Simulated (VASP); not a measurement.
Here is a VASP 6.6.1 calculation.

Contents of INCAR:

```
SYSTEM = V
ALGO = Normal ; EDIFF = 1E-6
ENCUT = 520 ; GGA = PS
ISIF = 2 ; ISMEAR = 0
ISPIN = 2 ; LASPH = .True.
LCHARG = .False. ; LMAXMIX = 4
LORBIT = 11 ; LREAL = .False.
LWAVE = .False. ; MAGMOM = 2
NBANDS = 16 ; NELM = 150
PREC = Accurate ; SIGMA = 0.1
```

Contents of KPOINTS:

```
k-points
0
Gamma
  8 8 8
  0 0 0
```

Contents of POSCAR:

```
V
1.0
   -1.5400590627      1.5400590627      1.5400590627
    1.5400590627     -1.5400590627      1.5400590627
    1.5400590627      1.5400590627     -1.5400590627
V
1
Direct
    0.0000000000      0.0000000000      0.0000000000
```

Potentials or basis: VASP PAW PBE potentials, release 64 (V_sv).

Command:

```sh
$ cat potpaw_PBE.64/V_sv/POTCAR > POTCAR
$ mpirun -np 1 vasp_std > vasp.out
```

**Question.** Predict the net moment.

**Answer.** 0.00 μB per cell.

**Question.** Predict the pressure.

**Answer.** -19.5 GPa.

Caveat: the k points lie up to 0.36 Å⁻¹ apart; the PAW data sets were made with another functional, which shifts forces and pressure a little.
